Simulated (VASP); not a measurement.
# CoO (P3m1) in VASP: a series of runs

The runs below take CoO through single point, with PBE.

Program: VASP 6.6.1. These are calculated values, not measurements. Logs are shortened: lines on timing, memory, paths and dates and some standing lists are left out, and cuts for length are marked.

## Step 1: The cell of the first run

The typed cell holds 4 atoms: a = 3.198 Å, b = 3.198 Å, c = 5.229 Å, α = 90.00°, β = 90.00°, γ = 120.00°.

## Step 2: Single point, PBE, collinear spin, zero start

The input, INCAR:

```
PREC = Accurate ; ENCUT = 520
EDIFF = 1E-7 ; ISMEAR = -1
SIGMA = 0.05 ; LREAL = F
LASPH = T ; NELM = 150
ALGO = Normal ; ISIF = 2
LWAVE = F ; LCHARG = T
ISPIN = 2 ; MAGMOM = 0 0 0 0
LORBIT = 11 ; NUPDOWN = 0.0
LMAXMIX = 4 ; GGA = PE
LELF = T ; LVHAR = T
NBANDS = 27
```

The input, KPOINTS:

```
Automatic mesh
0
Gamma
  8 8 5
```

The input, POSCAR:

```
CoO
1.0
    3.1976457435      0.0000000000      0.0000000000
   -1.5988228718      2.7692424462      0.0000000000
    0.0000000000      0.0000000000      5.2287097100
Co O
2 2
Direct
    0.3333333333      0.6666666667      0.5033624100
    0.0000000000      0.0000000000      0.0034741400
    0.3333333333      0.6666666667      0.8715556000
    0.0000000000      0.0000000000      0.3716088500
```

Potentials or basis: VASP PAW PBE potentials, release 64 (Co, O).

On the command line:

```
cat potpaw_PBE.64/Co/POTCAR potpaw_PBE.64/O/POTCAR > POTCAR
mpirun -np 1 vasp_std > vasp.out
```

OUTCAR:

```text
PREC = Accurate
   ENCUT = 520
   EDIFF = 1E-7
   ISMEAR = -1
   LREAL = F
   LASPH = T
   NELM = 150
   ISIF = 2
   ISPIN = 2
   LORBIT = 11
   NUPDOWN = 0.0
   GGA = PE

 ion  position               nearest neighbor table
   1  0.333  0.667  0.503-   3 1.93   4 1.97   4 1.97   4 1.97
   2  0.000  0.000  0.003-   4 1.92   3 1.97   3 1.97   3 1.97
   3  0.333  0.667  0.872-   1 1.93   2 1.97   2 1.97   2 1.97
   4  0.000  0.000  0.372-   2 1.92   1 1.97   1 1.97   1 1.97

  LATTYP: Found a hexagonal cell.
 ALAT       =     3.1976457435
 C/A-ratio  =     1.6351747909

  Lattice vectors:

 A1 = (   3.1976457435,   0.0000000000,   0.0000000000)
 A2 = (  -1.5988228718,   2.7692424462,   0.0000000000)
 A3 = (   0.0000000000,   0.0000000000,   5.2287097100)

Analysis of symmetry for initial positions (statically):
=====================================================================
 Subroutine PRICEL returns:
 Original cell was already a primitive cell.

 Routine SETGRP: Setting up the symmetry group for a
 hexagonal supercell.

 Subroutine GETGRP returns: Found  6 space group operations
 (whereof  6 operations were pure point group operations)
 out of a pool of 24 trial point group operations.

The static configuration has the point symmetry C_3v.

Analysis of symmetry for dynamics (positions and initial velocities):
=====================================================================
 Subroutine PRICEL returns:
 Original cell was already a primitive cell.

 Routine SETGRP: Setting up the symmetry group for a
 hexagonal supercell.

 Subroutine GETGRP returns: Found  6 space group operations
 (whereof  6 operations were pure point group operations)
 out of a pool of 24 trial point group operations.

The dynamic configuration has the point symmetry C_3v.

Analysis of structural, dynamic, and magnetic symmetry:
=====================================================================
 Subroutine PRICEL returns:
 Original cell was already a primitive cell.

 Routine SETGRP: Setting up the symmetry group for a
 hexagonal supercell.

 Subroutine GETGRP returns: Found  6 space group operations
 (whereof  6 operations were pure point group operations)
 out of a pool of 24 trial point group operations.

The overall configuration has the point symmetry C_3v.

 Subroutine INISYM returns: Found  6 space group operations
 (whereof  6 operations are pure point group operations),
 and found     1 'primitive' translations

----------------------------------------------------------------------------------------

                                     Primitive cell

  volume of cell :      46.3005
[... 118 lines left out ...]
   GGA     = PE    functional components
   LHFCALC =     F    Hartree Fock is set to
   AEXX    =    0.0000 exact exchange contribution
   IVDW    =     0    specifies the selected vdW correction
   LEPSILON=     F    determine dielectric tensor
   LRPA    =     F    only Hartree local field effects (RPA)
 spin polarized calculation
  energy-cutoff  :      520.00
  volume of cell :       46.30
 maximum number of plane-waves:      1266
   NGX = 11   NGY = 11   NGZ = 19

 number of electron      30.0000009 magnetization       0.0000000

 number of electron      30.0000009 magnetization      -0.0000000

 Free energy of the ion-electron system (eV)
  ---------------------------------------------------
  ext. energy  EPLUGINS =         0.00000000
  ---------------------------------------------------
  free energy    TOTEN  =       -25.81268631 eV

  energy without entropy =      -25.76532924  energy(sigma->0) =      -25.78900777

 E-fermi :   5.9480     XC(G=0): -11.1805

 val. band max:        5.9390650698   @ k =   0.3750   0.2500   0.0000
 cond. band min:       5.9552247597   @ k =   0.0000   0.2500   0.4000
 fundamental gap:      0.0161596900
 Fermi energy:         5.9479492940

 spin component 1

 k-point     1 :       0.0000    0.0000    0.0000
  band No.  band energies     occupation
      1     -14.2607      1.00000
      2     -13.6547      1.00000
      3      -1.1038      1.00000
      4       0.1392      1.00000
      5       0.2861      1.00000
      6       0.2861      1.00000
[... 709 lines left out ...]
     26      21.2336      0.00000
     27      22.5041      0.00000

 [... further k-points ...]

 spin component 2

 k-point     1 :       0.0000    0.0000    0.0000
  band No.  band energies     occupation
      1     -14.2607      1.00000
      2     -13.6547      1.00000
      3      -1.1038      1.00000
      4       0.1392      1.00000
      5       0.2861      1.00000
      6       0.2861      1.00000
[... 709 lines left out ...]
     26      21.2336      0.00000
     27      22.5041      0.00000

 [... further k-points ...]
[... 5 lines left out ...]
  --------------------------------------------------------------------------------------
  -------------------------------------------------------------------------------------
  Total       -4.9932559     -4.9932559     -2.7581068      0.0000000      0.0000000      0.0000000
  in kB     -172.7859993   -172.7859994    -95.4411813      0.0000000      0.0000000      0.0000000
  external PRESSURE =    -147.0043933 kB  Pullay stress =       0.0000000 kB

 VOLUME and BASIS-vectors are now :
 -----------------------------------------------------------------------------
  energy-cutoff  :      520.00
  volume of cell :       46.30
      direct lattice vectors                 reciprocal lattice vectors
     3.197645743  0.000000000  0.000000000     0.312730077  0.180554794  0.000000000
    -1.598822872  2.769242446  0.000000000     0.000000000  0.361109588  0.000000000
     0.000000000  0.000000000  5.228709710     0.000000000  0.000000000  0.191251773

 POSITION                                       TOTAL-FORCE (eV/Angst)
 -----------------------------------------------------------------------------------
     -0.00000      1.84616      2.63194        -0.000000      0.000000     -0.131045
      0.00000      0.00000      0.01817        -0.000000      0.000000     -0.133513
     -0.00000      1.84616      4.55711         0.000000      0.000000      0.131509
      0.00000      0.00000      1.94303         0.000000      0.000000      0.133048
 -----------------------------------------------------------------------------------
    total drift:                               -0.000000     -0.000001     -0.000626

  FREE ENERGIE OF THE ION-ELECTRON SYSTEM (eV)
  ---------------------------------------------------
  free  energy   TOTEN  =       -25.8126863050 eV

  energy  without entropy=      -25.7653292408  energy(sigma->0) =      -25.78900777

 total charge

# of ion       s       p       d       tot
------------------------------------------
    1        0.325   0.409   7.313   8.046
    2        0.325   0.409   7.313   8.046
    3        1.563   3.366   0.000   4.929
    4        1.563   3.367   0.000   4.930
--------------------------------------------------
tot          3.776   7.550  14.625  25.951

 magnetization (x)

# of ion       s       p       d       tot
------------------------------------------
    1        0.000  -0.000   0.000   0.000
    2       -0.000   0.000  -0.000  -0.000
    3       -0.000  -0.000   0.000  -0.000
    4        0.000   0.000   0.000   0.000
--------------------------------------------------
tot         -0.000  -0.000   0.000   0.000
```

OSZICAR:

```text
N       E                     dE             d eps       ncg     rms          rms(c)
DAV:   1     0.252137474421E+03    0.25214E+03   -0.13420E+04  4328   0.130E+03
DAV:   2    -0.385563206301E+01   -0.25599E+03   -0.22959E+03  4456   0.311E+02
DAV:   3    -0.303564890552E+02   -0.26501E+02   -0.25018E+02  4784   0.113E+02
[... 11 lines left out ...]
DAV:  15    -0.258126991560E+02   -0.90652E-05   -0.26235E-05  5345   0.452E-02    0.490E-02
DAV:  16    -0.258126858182E+02    0.13338E-04   -0.48475E-05  5457   0.685E-02    0.172E-02
DAV:  17    -0.258126855894E+02    0.22877E-06   -0.49974E-06  5245   0.296E-02    0.535E-03
DAV:  18    -0.258126861486E+02   -0.55918E-06   -0.15208E-06  4731   0.113E-02    0.253E-03
DAV:  19    -0.258126863254E+02   -0.17677E-06   -0.21835E-07  4113   0.476E-03    0.148E-03
DAV:  20    -0.258126863050E+02    0.20354E-07   -0.11579E-07  2644   0.291E-03
   1 F= -.25812686E+02 E0= -.25789008E+02  d E =-.473571E-01  mag=     0.0000
```

stdout:

```text
POSCAR found type information on POSCAR CoO
 POSCAR found :  2 types and       4 ions
 scaLAPACK will be used
 LDA part: xc-table for (Slater+PW92), standard interpolation
 POSCAR, INCAR and KPOINTS ok, starting setup
 FFT: planning ... GRIDC
 FFT: planning ... GRID_SOFT
 FFT: planning ... GRID
 WAVECAR not read
 entering main loop
```

Wall time 95 s (1 thread of Intel Xeon Platinum 8259CL at 2.50GHz (Skylake/Cascade Lake), shared host); peak memory 0.22 GiB.

What came out:

```yaml
Free_energy: -25.8127 eV
Pressure: -14.7 GPa
Largest_force: 0.134 eV/Å
Net_moment: 0.00 μB per cell
Valence_electrons_inside_the_program's_atomic_spheres: Co 8.05; O 4.93
```

Forces in eV/Å, atoms in the order of the input:
```
Co   0.000  0.000 -0.131
Co   0.000  0.000 -0.134
O    0.000  0.000  0.132
O    0.000  0.000  0.133
```

Caveat: the total moment is fixed, so each spin has its own Fermi level.

## Step 3: Single point, PBE, collinear spin, ferromagnetic start

The input, INCAR:

```
  PREC = Accurate
  ENCUT = 520
  EDIFF = 1E-6
  ISMEAR = -1
  SIGMA = 0.05
  LREAL = F
  LASPH = T
  NELM = 150
  ALGO = Normal
  ISIF = 2
  LWAVE = F
  LCHARG = F
  ISPIN = 2
  MAGMOM = 0.5 0.5 0 0
  LORBIT = 11
  NUPDOWN = 1.0
  LMAXMIX = 4
  GGA = PE
  NBANDS = 27
```

The input, KPOINTS:

```
regular mesh
0
Gamma
  8 8 5
```

POSCAR is that of step 2.

Potentials or basis: VASP PAW PBE potentials, release 64 (Co, O).

On the command line:

```
cat potpaw_PBE.64/Co/POTCAR potpaw_PBE.64/O/POTCAR > POTCAR
mpirun -np 1 vasp_std > vasp.out
```

It took 88 s on 1 thread of Intel Xeon Platinum 8259CL at 2.50GHz (Skylake/Cascade Lake), shared host; peak memory 0.22 GiB.

It converged, with:

| Item | Value |
| --- | --- |
| Free energy | -25.8540 eV |
| Pressure | -14.2 GPa |
| Largest force | 0.090 eV/Å |
| Net moment | 1.00 μB per cell |
| Site moments | Co +0.47; O +0.02 μB |
| Valence electrons inside the program's atomic spheres | Co 8.04; O 4.93 |

Forces on the atoms (eV/Å):
```
Co   0.000  0.000 -0.087
Co   0.000  0.000 -0.090
O    0.000  0.000  0.087
O    0.000  0.000  0.089
```

Stress tensor (GPa, compression positive):
```
-16.64   0.00   0.00
  0.00 -16.64   0.00
  0.00   0.00  -9.18
```

Caveat: the total moment is fixed, so each spin has its own Fermi level.

## Step 4: Single point, PBE, collinear spin, ferromagnetic start

The input, INCAR:

```
PREC     = Accurate       # precision mode
ENCUT    = 520            # plane-wave cutoff, eV
EDIFF    = 1E-6           # SCF threshold, eV
ISMEAR   = -1             # smearing method
SIGMA    = 0.05           # smearing width, eV
LREAL    = False          # projectors in reciprocal space
LASPH    = True           # aspherical terms in the spheres
NELM     = 150            # most SCF steps
ALGO     = Normal         # electronic algorithm
ISIF     = 2              # what is computed and relaxed
LWAVE    = False          # write WAVECAR
LCHARG   = False          # write CHGCAR
ISPIN    = 2              # spin polarisation
MAGMOM   = 1 1 0 0        # initial moments
LORBIT   = 11             # projections on sites
NUPDOWN  = 2.0            # fixed moment
LMAXMIX  = 4              # l up to which the mixer works
GGA      = PE             # functional
NBANDS   = 27             # bands
```

KPOINTS is that of step 3.

POSCAR is that of step 3.

Potentials or basis: VASP PAW PBE potentials, release 64 (Co, O).

On the command line:

```
cat potpaw_PBE.64/Co/POTCAR potpaw_PBE.64/O/POTCAR > POTCAR
mpirun -np 1 vasp_std > vasp.out
```

OUTCAR:

```text
PREC = Accurate
   ENCUT = 520
   EDIFF = 1E-6
   ISMEAR = -1
   LREAL = False
   LASPH = True
   NELM = 150
   ISIF = 2
   ISPIN = 2
   LORBIT = 11
   NUPDOWN = 2.0
   GGA = PE

 ion  position               nearest neighbor table
   1  0.333  0.667  0.503-   3 1.93   4 1.97   4 1.97   4 1.97
   2  0.000  0.000  0.003-   4 1.92   3 1.97   3 1.97   3 1.97
   3  0.333  0.667  0.872-   1 1.93   2 1.97   2 1.97   2 1.97
   4  0.000  0.000  0.372-   2 1.92   1 1.97   1 1.97   1 1.97

  LATTYP: Found a hexagonal cell.
 ALAT       =     3.1976457435
 C/A-ratio  =     1.6351747909

  Lattice vectors:

 A1 = (   3.1976457435,   0.0000000000,   0.0000000000)
 A2 = (  -1.5988228718,   2.7692424462,   0.0000000000)
 A3 = (   0.0000000000,   0.0000000000,   5.2287097100)

Analysis of symmetry for initial positions (statically):
=====================================================================
 Subroutine PRICEL returns:
[... 926 lines left out ...]
      4       0.3724      1.00000
      5       0.5013      1.00000
      6       0.5013      1.00000
[... 709 lines left out ...]
     26      21.3326      0.00000
     27      22.6328      0.00000

 [... further k-points ...]
[... 5 lines left out ...]
  --------------------------------------------------------------------------------------
  -------------------------------------------------------------------------------------
  Total       -4.4794036     -4.4794036     -2.1142659      0.0000000      0.0000000      0.0000000
  in kB     -155.0047186   -155.0047186    -73.1617908      0.0000000      0.0000000      0.0000000
  external PRESSURE =    -127.7237426 kB  Pullay stress =       0.0000000 kB

 VOLUME and BASIS-vectors are now :
 -----------------------------------------------------------------------------
  energy-cutoff  :      520.00
  volume of cell :       46.30
      direct lattice vectors                 reciprocal lattice vectors
     3.197645743  0.000000000  0.000000000     0.312730077  0.180554794  0.000000000
    -1.598822872  2.769242446  0.000000000     0.000000000  0.361109588  0.000000000
     0.000000000  0.000000000  5.228709710     0.000000000  0.000000000  0.191251773

 POSITION                                       TOTAL-FORCE (eV/Angst)
 -----------------------------------------------------------------------------------
     -0.00000      1.84616      2.63194         0.000000     -0.000000     -0.101266
      0.00000      0.00000      0.01817         0.000000     -0.000000     -0.104564
     -0.00000      1.84616      4.55711         0.000000      0.000000      0.102525
      0.00000      0.00000      1.94303        -0.000000      0.000000      0.103305
 -----------------------------------------------------------------------------------
    total drift:                               -0.000000     -0.000001     -0.000576

  FREE ENERGIE OF THE ION-ELECTRON SYSTEM (eV)
  ---------------------------------------------------
  free  energy   TOTEN  =       -25.9834325226 eV

  energy  without entropy=      -25.9242402102  energy(sigma->0) =      -25.95383637

 total charge

# of ion       s       p       d       tot
------------------------------------------
    1        0.329   0.414   7.289   8.032
    2        0.329   0.414   7.289   8.032
    3        1.560   3.379   0.000   4.939
    4        1.560   3.379   0.000   4.939
--------------------------------------------------
tot          3.779   7.585  14.577  25.942

 magnetization (x)

# of ion       s       p       d       tot
------------------------------------------
    1        0.006   0.015   0.912   0.933
    2        0.006   0.015   0.911   0.932
    3        0.009   0.040   0.000   0.049
    4        0.009   0.040   0.000   0.049
--------------------------------------------------
tot          0.030   0.110   1.823   1.963
```

It took 1.7 min on 1 thread of Intel Xeon Platinum 8259CL at 2.50GHz (Skylake/Cascade Lake), shared host; peak memory 0.22 GiB.

What came out:

```yaml
Free_energy: -25.9834 eV
Pressure: -12.8 GPa
Largest_force: 0.105 eV/Å
Net_moment: 2.00 μB per cell
Site_moments: Co +0.93; O +0.05 μB
Valence_electrons_inside_the_program's_atomic_spheres: Co 8.03; O 4.94
```

Forces in eV/Å, atoms in the order of the input:
```
Co   0.000  0.000 -0.101
Co   0.000  0.000 -0.105
O    0.000  0.000  0.103
O    0.000  0.000  0.103
```

Stress tensor (GPa, compression positive):
```
-15.50   0.00   0.00
  0.00 -15.50   0.00
  0.00   0.00  -7.32
```

Caveat: the total moment is fixed, so each spin has its own Fermi level.

## Step 5: Single point, PBE, collinear spin, ferromagnetic start

The input, INCAR:

```
ALGO     = Normal         # electronic algorithm
EDIFF    = 1E-7           # SCF threshold, eV
ENCUT    = 520            # plane-wave cutoff, eV
GGA      = PE             # functional
ISIF     = 2              # what is computed and relaxed
ISMEAR   = -1             # smearing method
ISPIN    = 2              # spin polarisation
LASPH    = T              # aspherical terms in the spheres
LCHARG   = T              # write CHGCAR
LELF     = T              # ELF
LMAXMIX  = 4              # l up to which the mixer works
LORBIT   = 11             # projections on sites
LREAL    = F              # projectors in reciprocal space
LVHAR    = T            
LWAVE    = F              # write WAVECAR
MAGMOM   = 1.5 1.5 0 0    # initial moments
NBANDS   = 27             # bands
NELM     = 150            # most SCF steps
NUPDOWN  = 3.0            # fixed moment
PREC     = Accurate       # precision mode
SIGMA    = 0.05           # smearing width, eV
```

The input, KPOINTS:

```
k-points
0
Gamma
  8 8 5
```

POSCAR is that of step 4.

On the command line:

```
cat potpaw_PBE.64/Co/POTCAR potpaw_PBE.64/O/POTCAR > POTCAR
mpirun -np 1 vasp_std > vasp.out
```

Run time: 90 s. Hardware: 1 thread of Intel Xeon Platinum 8259CL at 2.50GHz (Skylake/Cascade Lake), shared host; peak memory 0.22 GiB.

It converged, with:

- Free energy: -26.2027 eV
- Pressure: -10.8 GPa
- Largest force: 0.178 eV/Å
- Net moment: 3.00 μB per cell
- Site moments: Co +1.38; O +0.09 μB
- Valence electrons inside the program's atomic spheres: Co 8.02; O 4.95

Forces on the atoms (eV/Å):
```
Co   0.000  0.000 -0.174
Co   0.000  0.000 -0.178
O    0.000  0.000  0.175
O    0.000  0.000  0.176
```

Stress tensor (GPa, compression positive):
```
-13.49   0.00   0.00
  0.00 -13.49   0.00
  0.00   0.00  -5.27
```

Caveat: the total moment is fixed, so each spin has its own Fermi level.

## Step 6: Single point, PBE, collinear spin, ferromagnetic start

The input, INCAR:

```
PREC = Accurate ; ENCUT = 520
EDIFF = 1E-7 ; ISMEAR = -1
SIGMA = 0.05 ; LREAL = F
LASPH = T ; NELM = 150
ALGO = Normal ; ISIF = 2
LWAVE = F ; LCHARG = F
ISPIN = 2 ; MAGMOM = 2 2 0 0
LORBIT = 11 ; NUPDOWN = 4.0
LMAXMIX = 4 ; GGA = PE
NBANDS = 27
```

The input, KPOINTS:

```
regular mesh
0
Gamma
  8 8 5
```

POSCAR is that of step 5.

Potentials or basis: VASP PAW PBE potentials, release 64 (Co, O).

On the command line:

```
cat potpaw_PBE.64/Co/POTCAR potpaw_PBE.64/O/POTCAR > POTCAR
mpirun -np 1 vasp_std > vasp.out
```

It took 84 s on 1 thread of Intel Xeon Platinum 8259CL at 2.50GHz (Skylake/Cascade Lake), shared host; peak memory 0.22 GiB.

Results (log left out):

| Item | Value |
| --- | --- |
| Free energy | -26.4000 eV |
| Pressure | -7.4 GPa |
| Largest force | 0.340 eV/Å |
| Net moment | 4.00 μB per cell |
| Site moments | Co +1.79; O +0.15 μB |
| Valence electrons inside the program's atomic spheres | Co 8.01; O 4.96 |

Forces in eV/Å, atoms in the order of the input:
```
Co   0.000  0.000 -0.335
Co   0.000  0.000 -0.340
O    0.000  0.000  0.337
O    0.000  0.000  0.337
```

Stress tensor (GPa, compression positive):
```
-9.82  0.00  0.00
 0.00 -9.82  0.00
 0.00  0.00 -2.67
```

Caveat: the total moment is fixed, so each spin has its own Fermi level.

## Step 7: The runs side by side

| spin | fixed moment (μB) | pressure (GPa) | moment (μB) | largest force (eV/Å) |
| --- | --- | --- | --- | --- |
| collinear, zero start | 0.0 | -14.7 | 0.00 | 0.13 |
| collinear, ferromagnetic start | 1.0 | -14.2 | 1.00 | 0.09 |
| collinear, ferromagnetic start | 2.0 | -12.8 | 2.00 | 0.10 |
| collinear, ferromagnetic start | 3.0 | -10.8 | 3.00 | 0.18 |
| collinear, ferromagnetic start | 4.0 | -7.4 | 4.00 | 0.34 |

Alike in all rows: task single point; level PBE; potentials or basis VASP PAW PBE potentials, release 64 (Co, O); cell as given; k mesh 8 × 8 × 5; cutoff (eV) 520; smearing fermi-dirac 0.05 eV.

Caveats: the total moment is fixed, so each spin has its own Fermi level.

Absolute energies hang on the potentials; compare differences alone.
